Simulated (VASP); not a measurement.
The system is Ca3Mg.

```
CELL_PARAMETERS angstrom
5.28881 0.00000 0.00000
0.00000 5.28881 0.00000
0.00000 0.00000 5.28881
ATOMIC_POSITIONS crystal
Ca 0.50000 0.50000 0.00000
Ca 0.00000 0.50000 0.50000
Ca 0.50000 0.00000 0.50000
Mg 0.00000 0.00000 0.00000
```

| Quantity | Value |
| --- | --- |
| Program | VASP 6.6.1 |
| Task | relaxation of cell and atoms |
| Functional | LDA |
| Potentials or basis | VASP PAW LDA potentials, release 64 (Ca_sv, Mg) |
| Cutoff | 600 eV |
| k mesh | 5 × 5 × 5 |
| Occupations | fermi-dirac, width 0.1 eV |
| Spin | no spin polarisation |

At the start: pressure -2.2 GPa; volume 36.98 Å³/atom.

Question: Where does the relaxation end?

Answer: Over 4 steps the energy falls by 29.4 meV/atom and the volume is 33.02 Å³/atom (-10.7 %); space group Pm-3m (No. 221, to 0.1 Å) before and after.

Step by step:
| step | energy change (eV) | largest force (eV/Å) | pressure (GPa) | volume (Å³) |
| --- | --- | --- | --- | --- |
| 1 | 0.0000 | 0.0000 | -2.19 | 147.94 |
| 2 | -0.1033 | 0.0000 | -0.86 | 137.35 |
| 3 | -0.1177 | 0.0000 | -0.07 | 132.50 |
| 4 | -0.1178 | 0.0000 | 0.00 | 132.08 |

Final structure:
```
Ca Mg
1.0
     5.09269    0.00000    0.00000
     0.00000    5.09269    0.00000
     0.00000    0.00000    5.09269
Ca Mg
3 1
Cartesian
  2.5463 2.5463 0.0000
  0.0000 2.5463 2.5463
  2.5463 0.0000 2.5463
  0.0000 0.0000 0.0000
```
